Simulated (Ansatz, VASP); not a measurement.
**One calculation of SnO2, two programs**

```xyz
3
Lattice="1.6334 0.9431 4.4874 -1.6334 0.9431 4.4874 0.0000 -1.8861 4.4874" Properties=species:S:1:pos:R:3 pbc="T T T"
Sn    0.0000    0.0000    6.7311
O     0.0000    0.0000    2.9939
O     0.0000    0.0000   10.4683
```

Alike in both runs: task single point; functional PBEsol; k mesh 12 × 12 × 12; occupations gaussian, width 0.05 eV; no spin polarisation.

|  | VASP | Ansatz |
| --- | --- | --- |
| version | VASP 6.6.1 | Ansatz 0.2.0 |
| potentials or method | VASP PAW PBE potentials, release 64 (Sn_d, O), cutoff 520 eV | scalar-relativistic, plane waves, PAW |
| valence electrons in the cell | 26 | 26 |

|  | VASP | Ansatz | Ansatz less VASP |
| --- | --- | --- | --- |
| gap on the k mesh at the Fermi level (eV) | 1.89 | 1.90 | +0.007 |
| least direct gap on the mesh (eV) | 2.89 | 2.89 | -0.004 |
| pressure (GPa) | 17.2 | 16.3 | -0.90 |
| traceless stress, the component that is largest in VASP (GPa) | -0.95 | -0.20 | +0.750 |
| rms of the force components (eV/Å) | 1.493 | 1.462 | -0.0310 |

VASP's potentials were made for PBE, not for PBEsol, and Ansatz warns of the same on its side. Atom by atom the forces differ by 0.031 eV/Å (rms over components).
